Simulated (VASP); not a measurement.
# SnS7 (Fm-3m) in VASP: further runs, part 2 of 3

VASP 6.6.1.

## Step 3: Single point, PBE

This run uses another cell than the first one, of 21.58 Å³/atom.

The input, INCAR:

```
PREC = Accurate ; ENCUT = 520
EDIFF = 1E-6 ; ISMEAR = 0
SIGMA = 0.1 ; LREAL = F
LASPH = T ; NELM = 80
ALGO = Normal ; ISIF = 2
LWAVE = F ; LCHARG = F
GGA = PE ; NBANDS = 38
```

The input, KPOINTS:

```
Automatic mesh
0
Gamma
  4 4 4
```

The input, POSCAR:

```
SnS7
1.0
    0.0000000000      4.4194645100      4.4194645100
    4.4194645100      0.0000000000      4.4194645100
    4.4194645100      4.4194645100      0.0000000000
Sn S
1 7
Direct
    0.0000000000      0.0000000000      0.0000000000
    0.5000000000      0.5000000000      0.5000000000
    0.0000000000      0.5000000000      0.0000000000
    0.5000000000      0.0000000000      0.0000000000
    0.0000000000      0.5000000000      0.5000000000
    0.5000000000      0.0000000000      0.5000000000
    0.0000000000      0.0000000000      0.5000000000
    0.5000000000      0.5000000000      0.0000000000
```

Potentials or basis: VASP PAW PBE potentials, release 64 (Sn_d, S).

Run with:

```sh
> cat potpaw_PBE.64/Sn_d/POTCAR potpaw_PBE.64/S/POTCAR > POTCAR
> mpirun -np 1 vasp_std > vasp.out
```

OUTCAR:

```text
PREC = Accurate
   ENCUT = 520
   EDIFF = 1E-6
   ISMEAR = 0
   LREAL = F
   LASPH = T
   NELM = 80
   ISIF = 2
   GGA = PE

 ion  position               nearest neighbor table
   1  0.000  0.000  0.000-   3 3.13   4 3.13   7 3.13   5 3.13   6 3.13   7 3.13   3 3.13   5 3.13
                             8 3.13   4 3.13   6 3.13   8 3.13
   2  0.500  0.500  0.500-
   3  0.000  0.500  0.000-   1 3.13   1 3.13
   4  0.500  0.000  0.000-   1 3.13   1 3.13
   5  0.000  0.500  0.500-   1 3.13   1 3.13
   6  0.500  0.000  0.500-   1 3.13   1 3.13
   7  0.000  0.000  0.500-   1 3.13   1 3.13
   8  0.500  0.500  0.000-   1 3.13   1 3.13

  LATTYP: Found a face centered cubic cell.
 ALAT       =     8.8389290200

  Lattice vectors:

 A1 = (   0.0000000000,   4.4194645100,   4.4194645100)
 A2 = (   4.4194645100,   0.0000000000,   4.4194645100)
 A3 = (   4.4194645100,   4.4194645100,   0.0000000000)

Analysis of symmetry for initial positions (statically):
=====================================================================
 Subroutine PRICEL returns:
 Original cell was already a primitive cell.

 Routine SETGRP: Setting up the symmetry group for a
 face centered cubic supercell.

 Subroutine GETGRP returns: Found 48 space group operations
 (whereof 48 operations were pure point group operations)
 out of a pool of 48 trial point group operations.

The static configuration has the point symmetry O_h .

Analysis of symmetry for dynamics (positions and initial velocities):
=====================================================================
 Subroutine PRICEL returns:
 Original cell was already a primitive cell.

 Routine SETGRP: Setting up the symmetry group for a
 face centered cubic supercell.

 Subroutine GETGRP returns: Found 48 space group operations
 (whereof 48 operations were pure point group operations)
[... 120 lines left out ...]
  Thomas-Fermi vector in A             =   2.261515
   LORBIT       =      0    0 simple, 1 ext, 2 COOP (PROOUT), +10 PAW based schemes
   GGA     = PE    functional components
   LHFCALC =     F    Hartree Fock is set to
   AEXX    =    0.0000 exact exchange contribution
   IVDW    =     0    specifies the selected vdW correction
   LEPSILON=     F    determine dielectric tensor
   LRPA    =     F    only Hartree local field effects (RPA)
 non-spin polarized calculation
 Gauss-broadening in eV      SIGMA  =   0.10
  energy-cutoff  :      520.00
  volume of cell :      172.64
 maximum number of plane-waves:      4720
 NGX is ok and might be reduce to    48
   NGX = 23   NGY = 23   NGZ = 23

 number of electron      55.9999990 magnetization

 Free energy of the ion-electron system (eV)
  ---------------------------------------------------
  ext. energy  EPLUGINS =         0.00000000
  ---------------------------------------------------
  free energy    TOTEN  =       -23.77006960 eV

  energy without entropy =      -23.71783731  energy(sigma->0) =      -23.74395345

 E-fermi :   4.4996     XC(G=0):  -9.9341

 val. band max:        4.4484420702   @ k =  -0.2500   0.5000   0.2500
 cond. band min:       4.5285628149   @ k =   0.5000   0.0000   0.0000
 fundamental gap:      0.0801207447
 Fermi energy:         4.4996457682

 k-point     1 :       0.0000    0.0000    0.0000
  band No.  band energies     occupation
      1     -16.6403      2.00000
      2     -16.6403      2.00000
      3     -16.6403      2.00000
      4     -16.6383      2.00000
      5     -16.6383      2.00000
      6      -9.5831      2.00000
[... 317 lines left out ...]
     37       8.5912      0.00000
     38      13.3089      0.00000

------------------------ aborting loop because EDIFF is reached ----------------------------------------

  FORCE on cell =-STRESS in cart. coord.  units (eV):
  Direction    XX          YY          ZZ          XY          YZ          ZX
  --------------------------------------------------------------------------------------
  -------------------------------------------------------------------------------------
  Total       -9.0612897     -9.0612897     -9.0612897     -0.0000000     -0.0000000     -0.0000000
  in kB      -84.0933493    -84.0933493    -84.0933493     -0.0000000     -0.0000000     -0.0000000
  external PRESSURE =     -84.0933493 kB  Pullay stress =       0.0000000 kB

 VOLUME and BASIS-vectors are now :
 -----------------------------------------------------------------------------
  energy-cutoff  :      520.00
  volume of cell :      172.64
      direct lattice vectors                 reciprocal lattice vectors
     0.000000000  4.419464510  4.419464510    -0.113135879  0.113135879  0.113135879
     4.419464510  0.000000000  4.419464510     0.113135879 -0.113135879  0.113135879
     4.419464510  4.419464510  0.000000000     0.113135879  0.113135879 -0.113135879

 POSITION                                       TOTAL-FORCE (eV/Angst)
 -----------------------------------------------------------------------------------
      0.00000      0.00000      0.00000        -0.000000      0.000000     -0.000000
      4.41946      4.41946      4.41946        -0.000000      0.000000     -0.000000
      2.20973      0.00000      2.20973         0.000000      0.000000     -0.000000
      0.00000      2.20973      2.20973        -0.000000     -0.000000      0.000000
      4.41946      2.20973      2.20973        -0.000000      0.000000      0.000000
      2.20973      4.41946      2.20973         0.000000      0.000000     -0.000000
      2.20973      2.20973      0.00000        -0.000000      0.000000     -0.000000
      2.20973      2.20973      4.41946        -0.000000     -0.000000      0.000000
 -----------------------------------------------------------------------------------
    total drift:                                0.000000      0.000000     -0.000000

  FREE ENERGIE OF THE ION-ELECTRON SYSTEM (eV)
  ---------------------------------------------------
  free  energy   TOTEN  =       -23.7700695991 eV

  energy  without entropy=      -23.7178373067  energy(sigma->0) =      -23.74395345
```

OSZICAR:

```text
N       E                     dE             d eps       ncg     rms          rms(c)
DAV:   1     0.474991046684E+03    0.47499E+03   -0.23750E+04   614   0.150E+03
DAV:   2     0.425450641604E+02   -0.43245E+03   -0.41438E+03   664   0.363E+02
DAV:   3    -0.198411437344E+02   -0.62386E+02   -0.59316E+02   742   0.131E+02
DAV:   4    -0.238248245529E+02   -0.39837E+01   -0.37788E+01   686   0.330E+01
DAV:   5    -0.239719005411E+02   -0.14708E+00   -0.14686E+00   876   0.683E+00    0.106E+01
DAV:   6    -0.238128857451E+02    0.15901E+00   -0.16402E-01   784   0.282E+00    0.621E+00
DAV:   7    -0.237956035152E+02    0.17282E-01   -0.19835E-01   812   0.226E+00    0.117E+00
DAV:   8    -0.237706595819E+02    0.24944E-01   -0.70929E-02   746   0.102E+00    0.346E-01
DAV:   9    -0.237698805279E+02    0.77905E-03   -0.95469E-03   714   0.642E-01    0.157E-01
DAV:  10    -0.237700195746E+02   -0.13905E-03   -0.74431E-04   748   0.135E-01    0.745E-02
DAV:  11    -0.237700615436E+02   -0.41969E-04   -0.77180E-05   730   0.529E-02    0.198E-02
DAV:  12    -0.237700694949E+02   -0.79514E-05   -0.11072E-05   716   0.191E-02    0.590E-03
DAV:  13    -0.237700695991E+02   -0.10415E-06   -0.15051E-06   482   0.625E-03
   1 F= -.23770070E+02 E0= -.23743953E+02  d E =-.522323E-01
```

Run time: 85 s. Hardware: 1 thread of Intel Xeon 8259CL, shared host; peak memory 0.32 GiB.

What came out:

```yaml
Free_energy: -23.7701 eV
Pressure: -8.4 GPa
Band_gap_on_the_k_mesh: zero (bands 28 and 29 overlap by 1.22 eV)
```

Caveat: the cell stands under tension; spin-orbit coupling is left out, which moves the levels of the heavy elements.

## Step 4: Single point, PBE

This run uses another cell than the first one, of 17.71 Å³/atom.

The input, INCAR:

```
SYSTEM = SnS7
ALGO = Normal
EDIFF = 1E-6
ENCUT = 520
GGA = PE
ISIF = 2
ISMEAR = 0
LASPH = .TRUE.
LCHARG = .TRUE.
LELF = .TRUE.
LREAL = .FALSE.
LVHAR = .TRUE.
LWAVE = .FALSE.
NBANDS = 38
NELM = 80
PREC = Accurate
SIGMA = 0.1
```

The input, KPOINTS:

```
k-points
0
G
  8 8 8
  0 0 0
```

Changes to POSCAR since step 3:

```diff
@@ -2,5 +2,5 @@
 1.0
-    0.0000000000      4.4194645100      4.4194645100
-    4.4194645100      0.0000000000      4.4194645100
-    4.4194645100      4.4194645100      0.0000000000
+    0.0000000000      4.1375896821      4.1375896821
+    4.1375896821      0.0000000000      4.1375896821
+    4.1375896821      4.1375896821      0.0000000000
 Sn S
```

Run with:

```sh
> cat potpaw_PBE.64/Sn_d/POTCAR potpaw_PBE.64/S/POTCAR > POTCAR
> mpirun -np 1 vasp_std > vasp.out
```

Run time: 4 min. Hardware: 1 thread of Intel Xeon 8259CL, shared host; peak memory 0.38 GiB.

The run converged. Its results:

| Item | Value |
| --- | --- |
| Free energy | -24.8092 eV |
| Pressure | -0.1 GPa |
| Band gap on the k mesh | zero (bands 28 and 29 overlap by 1.78 eV) |

Levels at points of the mesh, in eV from the Fermi level:
```tsv
k point	band 26	band 27	band 28	band 29	band 30	band 31
(0.00, 0.00, 0.00)	-0.24	1.36	1.36	1.36	1.50	1.50
(0.50, 0.00, 0.00)	-0.39	-0.18	0.12	0.17	0.17	0.97
(0.50, 0.50, 0.00)	-2.14	-1.55	0.45	0.51	0.51	0.95
```

Caveat: spin-orbit coupling is left out, which moves the levels of the heavy elements.

[end of part 2 of 3]
